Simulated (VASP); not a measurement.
## In8O11: single point with PBE

Crystal: In8O11.

```
In O
1.0
     5.48700    3.16792    9.67333
    -2.74350    1.58396    4.83667
     0.00000   -3.16792    4.83667
In O
8 11
Direct
  0.18350 0.34874 0.35460
  0.06960 0.14347 0.13705
  0.32271 0.63504 0.64297
  0.42886 0.85700 0.86492
  0.67609 0.35641 0.35723
  0.57412 0.14805 0.14258
  0.82395 0.64056 0.64388
  0.93016 0.85417 0.85509
  0.27002 0.94018 0.24660
  0.12429 0.54329 0.95147
  0.22850 0.05174 0.75051
  0.52674 0.75107 0.45723
  0.37478 0.45599 0.03877
  0.77876 0.94305 0.25108
  0.47797 0.24498 0.55738
  0.62176 0.54966 0.94918
  0.72810 0.04517 0.74036
  0.02177 0.74871 0.45754
  0.87916 0.44831 0.04429
```

```yaml
Program: VASP 6.6.1
Task: single point
Functional: PBE
Potentials_or_basis: VASP PAW PBE potentials, release 64 (In_d, O)
Cutoff: 520 eV
k_mesh: 1 × 1 × 1
Occupations: fermi-dirac, width 0.01 eV
Spin: no spin polarisation
```

| Item | Value |
| --- | --- |
| Pressure | 10.2 GPa |
| Largest force | 1.957 eV/Å |

Forces on the atoms (eV/Å):
```
In   0.203  0.357  0.423
In   0.906  0.098 -0.105
In  -0.232  0.435  0.239
In  -0.028  0.826 -0.494
In  -0.316  0.147  0.724
In   0.087 -0.373 -1.149
In   0.012 -0.355 -0.745
In  -0.600  0.188  0.239
O   -0.342 -1.521  1.183
O   -0.127 -1.165  0.232
O   -0.628  0.468 -0.910
O   -0.089  0.688 -0.262
O   -0.048  0.041  0.050
O    0.411  0.312 -0.095
O    0.097 -0.050 -0.296
O    1.367 -0.354  0.664
O   -0.249 -0.188  0.672
O    0.086  0.161 -0.075
O   -0.510  0.286 -0.296
```

Stress tensor (GPa, compression positive):
```
12.29  1.60  0.98
 1.60  9.95 -1.20
 0.98 -1.20  8.24
```

Levels at points of the mesh, in eV from the Fermi level:
```
           k point  band 82  band 83  band 84  band 85  band 86  band 87  band 88  band 89
(0.00, 0.00, 0.00)    -0.57    -0.53    -0.43    -0.32     2.77     3.33     4.17     4.91
```

Run time: 110 s on 1 thread of Intel Xeon 8259CL, with other jobs on the host, peak memory 0.44 GiB.

Caveat: the k points lie up to 1.32 Å⁻¹ apart; spin-orbit coupling is left out, which moves the levels of the heavy elements; forces of over 1 eV/Å act on the atoms, so gaps and moduli don't describe the material at rest.
